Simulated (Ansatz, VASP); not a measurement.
Two plane-wave programs on SnO2

File POSCAR:

```
SnO2
1.0
    4.7880040000      0.0000000000      0.0000000000
    0.0000000000      4.8665820000      0.0000000000
    0.0000000000      0.0000000000      3.2408980000
Sn O
2 4
Direct
    0.5000000000      0.5000000000      0.5000000000
    0.0000000000      0.0000000000      0.0000000000
    0.2918550000      0.3210420000      0.0000000000
    0.7918550000      0.1789580000      0.5000000000
    0.2081450000      0.8210420000      0.5000000000
    0.7081450000      0.6789580000      0.0000000000
```

File INCAR.step1:

```
PREC = Accurate ; ENCUT = 520
ISMEAR = 0 ; SIGMA = 0.05
LREAL = F ; LASPH = T
NELM = 60 ; NBANDS = 35
GGA = PE ; ALGO = Normal
EDIFF = 1E-4 ; LWAVE = T
LCHARG = F
```

The input INCAR.step2:

```
PREC = Accurate ; ENCUT = 520
EDIFF = 1E-7 ; ISMEAR = 0
SIGMA = 0.05 ; LREAL = F
LASPH = T ; NELM = 60
ALGO = Normal ; ISIF = 2
LWAVE = F ; LCHARG = F
METAGGA = R2SCAN ; LMIXTAU = T
NBANDS = 35 ; ISTART = 1
```

File KPOINTS:

```
Automatic mesh
0
Gamma
  6 6 8
```

Input for Ansatz:

```yaml
crystal:
  lattice:
    - [4.788004, 0.0, 0.0]
    - [0.0, 4.866582, 0.0]
    - [0.0, 0.0, 3.240898]
  atoms:
    - { symbol: Sn, position: [0.5, 0.5, 0.5] }
    - { symbol: Sn, position: [0.0, 0.0, 0.0] }
    - { symbol: O, position: [0.291855, 0.321042, 0.0] }
    - { symbol: O, position: [0.791855, 0.178958, 0.5] }
    - { symbol: O, position: [0.208145, 0.821042, 0.5] }
    - { symbol: O, position: [0.708145, 0.678958, 0.0] }
basis:
  ecutwfc: 500
kpoints:
  mp_grid: { grid: [6, 6, 8] }
hamiltonian:
  xc: r2scan
scf:
  occupations: { method: gaussian, width: 0.05 }
output:
  forces: true
  stress: true
  eigenvalues: true
```

Alike in both runs: task single point; functional r2SCAN; k mesh 6 × 6 × 8; occupations gaussian, width 0.05 eV; no spin polarisation.

```csv
,VASP,Ansatz
version,VASP 6.6.1,Ansatz 0.2.0
potentials or method,"VASP PAW PBE potentials, release 64 (Sn_d, O), cutoff 520 eV","scalar-relativistic, plane waves, PAW"
valence electrons in the cell,52,52
```

|  | VASP | Ansatz | Ansatz less VASP |
| --- | --- | --- | --- |
| gap on the k mesh at the Fermi level (eV) | 1.42 | 1.40 | -0.018 |
| least direct gap on the mesh (eV) | 1.42 | 1.40 | -0.018 |
| pressure (GPa) | -7.3 | -8.2 | -0.91 |
| traceless stress, the component that is largest in VASP (GPa) | -0.96 | -1.28 | -0.320 |
| rms of the force components (eV/Å) | 0.056 | 0.063 | +0.0072 |

VASP's potentials were made for PBE, not for r2SCAN. Atom by atom the forces differ by 0.014 eV/Å (rms over components).
